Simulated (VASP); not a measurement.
# Al (P6_3/mmc) in VASP: a series of runs, part 2 of 2

VASP 6.6.1. The steps go on from the part before.

**3. Single point, PBEsol**

This run uses another cell than the first one, of 14.95 Å³/atom, 0.982 times its volume.

The input, INCAR:

```
SYSTEM = Al
ALGO = Normal
EDIFF = 1E-6
ENCUT = 520
GGA = PS
ISIF = 2
ISMEAR = -1
LASPH = .TRUE.
LCHARG = .FALSE.
LREAL = .FALSE.
LWAVE = .FALSE.
NBANDS = 14
NELM = 100
PREC = Accurate
SIGMA = 0.1
```

The input, KPOINTS:

```
k-points
0
G
  9 9 3
  0 0 0
```

The input, POSCAR:

```
Al
1.0
    2.7554176432      0.0000000000      0.0000000000
   -1.3777088216      2.3862616770      0.0000000000
    0.0000000000      0.0000000000      9.0935584031
Al
4
Direct
    0.0000000000      0.0000000000      0.0000000000
    0.0000000000      0.0000000000      0.5000000000
    0.3333333333      0.6666666667      0.2500000000
    0.6666666667      0.3333333333      0.7500000000
```

Potentials or basis: VASP PAW PBE potentials, release 64 (Al).

On the command line:

```console
$ cat potpaw_PBE.64/Al/POTCAR > POTCAR
$ mpirun -np 1 vasp_std > vasp.out
```

OUTCAR:

```text
SYSTEM = Al
   EDIFF = 1E-6
   ENCUT = 520
   GGA = PS
   ISIF = 2
   ISMEAR = -1
   LASPH = .TRUE.
   LREAL = .FALSE.
   NELM = 100
   PREC = Accurate

 ion  position               nearest neighbor table
   1  0.000  0.000  0.000-   3 2.77   4 2.77   3 2.77   4 2.77   4 2.77   3 2.77
   2  0.000  0.000  0.500-   3 2.77   4 2.77   3 2.77   4 2.77   4 2.77   3 2.77
   3  0.333  0.667  0.250-   1 2.77   2 2.77   1 2.77   2 2.77   1 2.77   2 2.77
   4  0.667  0.333  0.750-   1 2.77   2 2.77   1 2.77   2 2.77   1 2.77   2 2.77

  LATTYP: Found a hexagonal cell.
 ALAT       =     2.7554176432
 C/A-ratio  =     3.3002468521

  Lattice vectors:

 A1 = (   2.7554176432,   0.0000000000,   0.0000000000)
 A2 = (  -1.3777088216,   2.3862616770,   0.0000000000)
 A3 = (   0.0000000000,   0.0000000000,   9.0935584031)

Analysis of symmetry for initial positions (statically):
=====================================================================
 Subroutine PRICEL returns:
 Original cell was already a primitive cell.

 Routine SETGRP: Setting up the symmetry group for a
 hexagonal supercell.

 Subroutine GETGRP returns: Found 24 space group operations
[... 189 lines left out ...]
     12      21.5673      0.00000
     13      21.5855      0.00000
     14      21.6702      0.00000
[... 377 lines left out ...]
      1       5.6598      2.00000
      2       5.7176      2.00000
      3       5.7176      2.00000
      4       6.1081      2.00000
      5       6.2774      2.00000
      6       6.2774      2.00000
      7       8.4456      1.98729
      8       8.4456      1.98729
      9       8.9783      0.86339
     10      10.4103      0.00000
     11      10.6746      0.00000
     12      10.6746      0.00000
     13      14.7229      0.00000
     14      14.7229      0.00000

------------------------ aborting loop because EDIFF is reached ----------------------------------------

  FORCE on cell =-STRESS in cart. coord.  units (eV):
  Direction    XX          YY          ZZ          XY          YZ          ZX
  --------------------------------------------------------------------------------------
  -------------------------------------------------------------------------------------
  Total        3.0103972      3.0103972      3.0146548      0.0000000      0.0000000     -0.0000000
  in kB       80.6668371     80.6668371     80.7809217      0.0000000      0.0000000     -0.0000000
  external PRESSURE =      80.7048653 kB  Pullay stress =       0.0000000 kB

 VOLUME and BASIS-vectors are now :
 -----------------------------------------------------------------------------
  energy-cutoff  :      520.00
  volume of cell :       59.79
      direct lattice vectors                 reciprocal lattice vectors
     2.755417643  0.000000000  0.000000000     0.362921390  0.209532762  0.000000000
    -1.377708822  2.386261677  0.000000000     0.000000000  0.419065524  0.000000000
     0.000000000  0.000000000  9.093558403     0.000000000  0.000000000  0.109967953

 POSITION                                       TOTAL-FORCE (eV/Angst)
 -----------------------------------------------------------------------------------
      0.00000      0.00000      0.00000        -0.000000      0.000000      0.000000
      0.00000      0.00000      4.54678        -0.000000      0.000000      0.000000
     -0.00000      1.59084      2.27339        -0.000000      0.000000      0.000000
      1.37771      0.79542      6.82017         0.000000     -0.000000     -0.000000
 -----------------------------------------------------------------------------------
    total drift:                               -0.000000      0.000000     -0.000000

  FREE ENERGIE OF THE ION-ELECTRON SYSTEM (eV)
  ---------------------------------------------------
  free  energy   TOTEN  =       -16.2168728364 eV

  energy  without entropy=      -16.1689958079  energy(sigma->0) =      -16.19293432
```

OSZICAR:

```text
N       E                     dE             d eps       ncg     rms          rms(c)
DAV:   1     0.652252125110E+01    0.65225E+01   -0.44864E+03   672   0.682E+02
DAV:   2    -0.156101473607E+02   -0.22133E+02   -0.20461E+02   850   0.911E+01
DAV:   3    -0.163384307775E+02   -0.72828E+00   -0.71976E+00   930   0.137E+01
DAV:   4    -0.163431433041E+02   -0.47125E-02   -0.47120E-02   772   0.138E+00
DAV:   5    -0.163431933911E+02   -0.50087E-04   -0.50086E-04   910   0.151E-01    0.316E+00
DAV:   6    -0.162675773629E+02    0.75616E-01   -0.67940E-03   804   0.413E-01    0.179E+00
DAV:   7    -0.162176988204E+02    0.49879E-01   -0.15642E-02   768   0.603E-01    0.273E-01
DAV:   8    -0.162168956587E+02    0.80316E-03   -0.46623E-04   926   0.111E-01    0.739E-02
DAV:   9    -0.162168727309E+02    0.22928E-04   -0.43371E-05   824   0.312E-02    0.196E-02
DAV:  10    -0.162168728364E+02   -0.10551E-06   -0.15463E-06   732   0.733E-03
   1 F= -.16216873E+02 E0= -.16192934E+02  d E =-.478770E-01
```

stdout:

```text
POSCAR found type information on POSCAR Al
 POSCAR found :  1 types and       4 ions
 scaLAPACK will be used
 -----------------------------------------------------------------------------
|                                                                             |
|                                                                             |
|     You enforced a specific xc type in the INCAR file but a different       |
|     I HOPE YOU KNOW WHAT YOU ARE DOING!                                     |
|                                                                             |
 -----------------------------------------------------------------------------

 LDA part: xc-table for (Slater+PW92), standard interpolation
 POSCAR, INCAR and KPOINTS ok, starting setup
 FFT: planning ... GRIDC
 FFT: planning ... GRID_SOFT
 FFT: planning ... GRID
 WAVECAR not read
 entering main loop
```

It took 31 s on 1 thread of AMD EPYC 7R13, shared host; peak memory 0.13 GiB.

Results:

| Quantity | Value |
| --- | --- |
| Free energy | -16.2169 eV |
| Pressure | 8.1 GPa |
| Band gap on the k mesh | zero (band 6 reaches 12.98 eV, above the bottom of band 7 at 7.65 eV) |

Levels at points of the mesh, in eV from the Fermi level:
| k point | band 1 | band 2 | band 3 | band 4 | band 5 | band 6 | band 7 | band 8 | band 9 | band 10 |
| --- | --- | --- | --- | --- | --- | --- | --- | --- | --- | --- |
| (0.00, 0.00, 0.00) | -11.76 | -9.99 | -9.98 | -4.99 | -4.58 | 3.49 | 3.51 | 11.66 | 11.66 | 11.71 |

Caveat: the PAW data sets were made with another functional, which shifts forces and pressure a little.

**4. Single point, PBEsol**

This run uses another cell than the first one, of 15.84 Å³/atom, 1.041 times its volume.

The input, INCAR:

```
PREC     = Accurate       # precision mode
ENCUT    = 520            # plane-wave cutoff, eV
EDIFF    = 1E-7           # SCF threshold, eV
ISMEAR   = -1             # smearing method
SIGMA    = 0.1            # smearing width, eV
LREAL    = F              # projectors in reciprocal space
LASPH    = T              # aspherical terms in the spheres
NELM     = 80             # most SCF steps
ALGO     = Normal         # electronic algorithm
ISIF     = 2              # what is computed and relaxed
LWAVE    = F              # write WAVECAR
LCHARG   = T              # write CHGCAR
GGA      = PS             # functional
LELF     = T              # ELF
LVHAR    = T            
NBANDS   = 14             # bands
```

The input, KPOINTS:

```
Automatic mesh
0
Gamma
  9 9 3
```

The input, POSCAR:

```
Al
1.0
    2.8068754180      0.0000000000      0.0000000000
   -1.4034377090      2.4308254173      0.0000000000
    0.0000000000      0.0000000000      9.2888927461
Al
4
Direct
    0.0000000000      0.0000000000      0.0000000000
    0.0000000000      0.0000000000      0.5000000000
    0.3333333333      0.6666666667      0.2500000000
    0.6666666667      0.3333333333      0.7500000000
```

On the command line:

```console
$ cat potpaw_PBE.64/Al/POTCAR > POTCAR
$ mpirun -np 1 vasp_std > vasp.out
```

It took 52 s on 1 thread of AMD EPYC 7R13, shared host; peak memory 0.15 GiB.

Results (log left out):

| Property | Result |
| --- | --- |
| Free energy | -16.3272 eV |
| Pressure | 2.1 GPa |
| Band gap on the k mesh | zero (band 6 reaches 12.21 eV, above the bottom of band 7 at 7.05 eV) |

Levels at points of the mesh, in eV from the Fermi level:
```csv
k point,band 1,band 2,band 3,band 4,band 5,band 6,band 7,band 8,band 9,band 10
"(0.00, 0.00, 0.00)",-11.35,-9.65,-9.64,-4.77,-4.53,3.33,3.34,11.24,11.24,11.36
```

Caveat: the PAW data sets were made with another functional, which shifts forces and pressure a little.

**5. Single point, PBEsol**

This run uses another cell than the first one, of 15.51 Å³/atom, 1.019 times its volume.

The input, INCAR:

```
SYSTEM = Al
PREC = Accurate ; ENCUT = 520
EDIFF = 1E-6 ; ISMEAR = -1
SIGMA = 0.1 ; LREAL = .False.
LASPH = .True. ; NELM = 80
ALGO = Normal ; ISIF = 2
LWAVE = .False. ; LCHARG = .False.
GGA = PS ; NBANDS = 14
```

The input, KPOINTS:

```
Automatic mesh
0
Gamma
  9 9 3
  0 0 0
```

The input, POSCAR:

```
Al
1.0
    2.7880892055      0.0000000000      0.0000000000
   -1.3940446028      2.4145560800      0.0000000000
    0.0000000000      0.0000000000      9.2180798176
Al
4
Direct
    0.0000000000      0.0000000000      0.0000000000
    0.0000000000      0.0000000000      0.5000000000
    0.3333333333      0.6666666667      0.2500000000
    0.6666666667      0.3333333333      0.7500000000
```

Potentials or basis: VASP PAW PBE potentials, release 64 (Al).

On the command line:

```console
$ cat potpaw_PBE.64/Al/POTCAR > POTCAR
$ mpirun -np 1 vasp_std > vasp.out
```

OUTCAR:

```text
SYSTEM = Al
   PREC = Accurate
   ENCUT = 520
   EDIFF = 1E-6
   ISMEAR = -1
   LREAL = .False.
   LASPH = .True.
   NELM = 80
   ISIF = 2
   GGA = PS

 ion  position               nearest neighbor table
   1  0.000  0.000  0.000-   3 2.81   4 2.81   4 2.81   3 2.81   4 2.81   3 2.81
   2  0.000  0.000  0.500-   3 2.81   4 2.81   4 2.81   3 2.81   4 2.81   3 2.81
   3  0.333  0.667  0.250-   1 2.81   2 2.81   1 2.81   2 2.81   1 2.81   2 2.81
   4  0.667  0.333  0.750-   1 2.81   2 2.81   1 2.81   2 2.81   1 2.81   2 2.81

  LATTYP: Found a hexagonal cell.
 ALAT       =     2.7880892055
 C/A-ratio  =     3.3062356109
[... 605 lines left out ...]
  --------------------------------------------------------------------------------------
  -------------------------------------------------------------------------------------
  Total        1.5815470      1.5815470      1.5778429     -0.0000000      0.0000000      0.0000000
  in kB       40.8327162     40.8327162     40.7370819     -0.0000000      0.0000000      0.0000000
  external PRESSURE =      40.8008381 kB  Pullay stress =       0.0000000 kB

 VOLUME and BASIS-vectors are now :
 -----------------------------------------------------------------------------
  energy-cutoff  :      520.00
  volume of cell :       62.06
      direct lattice vectors                 reciprocal lattice vectors
     2.788089205  0.000000000  0.000000000     0.358668581  0.207077402  0.000000000
    -1.394044603  2.414556080  0.000000000     0.000000000  0.414154804  0.000000000
     0.000000000  0.000000000  9.218079818     0.000000000  0.000000000  0.108482463

 POSITION                                       TOTAL-FORCE (eV/Angst)
 -----------------------------------------------------------------------------------
      0.00000      0.00000      0.00000        -0.000000     -0.000000     -0.000000
      0.00000      0.00000      4.60904         0.000000     -0.000000     -0.000000
     -0.00000      1.60970      2.30452         0.000000     -0.000000      0.000000
      1.39404      0.80485      6.91356        -0.000000      0.000000      0.000000
 -----------------------------------------------------------------------------------
    total drift:                                0.000000     -0.000000      0.000000

  FREE ENERGIE OF THE ION-ELECTRON SYSTEM (eV)
  ---------------------------------------------------
  free  energy   TOTEN  =       -16.3019318104 eV

  energy  without entropy=      -16.2526080463  energy(sigma->0) =      -16.27726993
```

stdout:

```text
POSCAR found type information on POSCAR Al
 POSCAR found :  1 types and       4 ions
 scaLAPACK will be used
 -----------------------------------------------------------------------------
|                                                                             |
|                                                                             |
|     You enforced a specific xc type in the INCAR file but a different       |
|     I HOPE YOU KNOW WHAT YOU ARE DOING!                                     |
|                                                                             |
 -----------------------------------------------------------------------------

 LDA part: xc-table for (Slater+PW92), standard interpolation
 POSCAR, INCAR and KPOINTS ok, starting setup
 FFT: planning ... GRIDC
 FFT: planning ... GRID_SOFT
 FFT: planning ... GRID
 WAVECAR not read
 entering main loop
```

Run time: 36 s. Hardware: 1 thread of AMD EPYC 7R13, shared host; peak memory 0.15 GiB.

Results:

```
Free energy            : -16.3019 eV
Pressure               : 4.1 GPa
Band gap on the k mesh : zero (band 6 reaches 12.48 eV, above the bottom of band 7 at 7.26 eV)
```

Levels at points of the mesh, in eV from the Fermi level:
| k point | band 1 | band 2 | band 3 | band 4 | band 5 | band 6 | band 7 | band 8 | band 9 | band 10 |
| --- | --- | --- | --- | --- | --- | --- | --- | --- | --- | --- |
| (0.00, 0.00, 0.00) | -11.50 | -9.77 | -9.77 | -4.85 | -4.55 | 3.38 | 3.40 | 11.39 | 11.39 | 11.49 |

Caveat: the PAW data sets were made with another functional, which shifts forces and pressure a little.

**6. Overview**

| cell | gap on the mesh (eV) | pressure (GPa) |
| --- | --- | --- |
| a = 2.771, b = 2.771, c = 9.153 Å, angles 90.0, 90.0, 120.0°, 4 atoms | none | 6.1 |
| a = 2.755, b = 2.755, c = 9.094 Å, angles 90.0, 90.0, 120.0°, 4 atoms | none | 8.1 |
| a = 2.807, b = 2.807, c = 9.289 Å, angles 90.0, 90.0, 120.0°, 4 atoms | none | 2.1 |
| a = 2.788, b = 2.788, c = 9.218 Å, angles 90.0, 90.0, 120.0°, 4 atoms | none | 4.1 |

Alike in all rows: task single point; level PBEsol; potentials or basis VASP PAW PBE potentials, release 64 (Al); no spin polarisation; k mesh 9 × 9 × 3; cutoff (eV) 520; smearing fermi-dirac 0.1 eV.

Caveats: the PAW data sets were made with another functional, which shifts forces and pressure a little.

Absolute energies hang on the potentials; compare differences alone.
